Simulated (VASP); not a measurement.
Set up this calculation in VASP 6.6.1, as the native input.

| Item | Value |
| --- | --- |
| Task | single point |
| Functional | PBEsol |
| Potentials or basis | VASP PAW PBE potentials, release 64 (Cd, Se) |
| Cutoff | 520 eV |
| k mesh | 12 × 12 × 12 |
| Occupations | fermi-dirac, width 0.05 eV |
| Spin | no spin polarisation |
| Dipole correction | no |
| Further INCAR settings | ALGO = Normal; EDIFF = 1e-06; NBANDS = 16 |

The structure of CdSe (rocksalt type) lies in POSCAR:

```
CdSe
1.0
    0.0000000000      2.5220485885      2.5220485885
    2.5220485885      0.0000000000      2.5220485885
    2.5220485885      2.5220485885      0.0000000000
Cd Se
1 1
Direct
    0.0000000000      0.0000000000      0.0000000000
    0.5000000000      0.5000000000      0.5000000000
```

This cell differs from its parent crystal: volume scaled by 0.72.

These files were run (other wordings do the same):

INCAR

```
PREC = Accurate
ENCUT = 520
EDIFF = 1E-6
ISMEAR = -1
SIGMA = 0.05
LREAL = False
LASPH = True
NELM = 60
ALGO = Normal
ISIF = 2
LWAVE = False
LCHARG = False
GGA = PS
NBANDS = 16
```

KPOINTS

```
Automatic mesh
0
Gamma
  12 12 12
```

Potentials or basis: VASP PAW PBE potentials, release 64 (Cd, Se).

Launch:

```sh
$ cat potpaw_PBE.64/Cd/POTCAR potpaw_PBE.64/Se/POTCAR > POTCAR
$ mpirun -np 1 vasp_std > vasp.out
```

Results of the run:

- Pressure: 53.4 GPa
- Band gap on the k mesh: zero (band 9 reaches 6.65 eV, above the bottom of band 10 at 5.78 eV)

Caveat: the PAW data sets were made with another functional, which shifts forces and pressure a little.

Wall time 16 s on 1 thread of Intel(R) Xeon(R) 6975P-C (Granite Rapids), on a shared host, peak memory 0.18 GiB.
